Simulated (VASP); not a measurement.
# KCl: single point with PBEsol

System: KCl, a slab with vacuum.

```
K Cl
1.0
     4.44978    0.00000    0.00000
     2.22489    3.85362    0.00000
     0.00000    0.00000   17.44985
K Cl
2 2
Cartesian
  0.0000 0.0000 6.0000
  2.2249 1.2845 9.6332
  4.4498 2.5691 7.8166
  2.2249 3.8536 11.4498
```

| Property | Result |
| --- | --- |
| Program | VASP 6.6.1 |
| Task | single point |
| Functional | PBEsol |
| Potentials or basis | VASP PAW PBE potentials, release 64 (K_sv, Cl) |
| Cutoff | 400 eV |
| k mesh | 4 × 4 × 1 |
| Occupations | fermi-dirac, width 0.05 eV |
| Spin | no spin polarisation |
| Dipole correction | yes |
| Further INCAR settings | ALGO = Normal; EDIFF = 1e-06; NBANDS = 24; NELMDL = -8 |

```
Largest force          : 1.087 eV/Å
Band gap on the k mesh : zero (filled and empty bands touch)
```

Forces on the atoms (eV/Å):
```
K    0.000  0.000  0.628
K    0.000  0.000  1.087
Cl   0.000  0.000 -0.979
Cl   0.000  0.000 -0.736
```

Levels at points of the mesh, in eV from the Fermi level:
```csv
k point,band 14,band 15,band 16,band 17,band 18,band 19
"(0.00, 0.00, 0.00)",-0.61,-0.34,-0.02,-0.02,1.84,3.59
"(0.50, 0.00, 0.00)",-0.60,-0.25,-0.13,1.54,1.85,3.19
```

Wall time 100 s on 1 thread of Intel Xeon 8259CL, with other jobs on the host, peak memory 0.3 GiB.

Caveat: the k points lie up to 0.41 Å⁻¹ apart; the PAW data sets were made with another functional, which shifts forces and pressure a little.
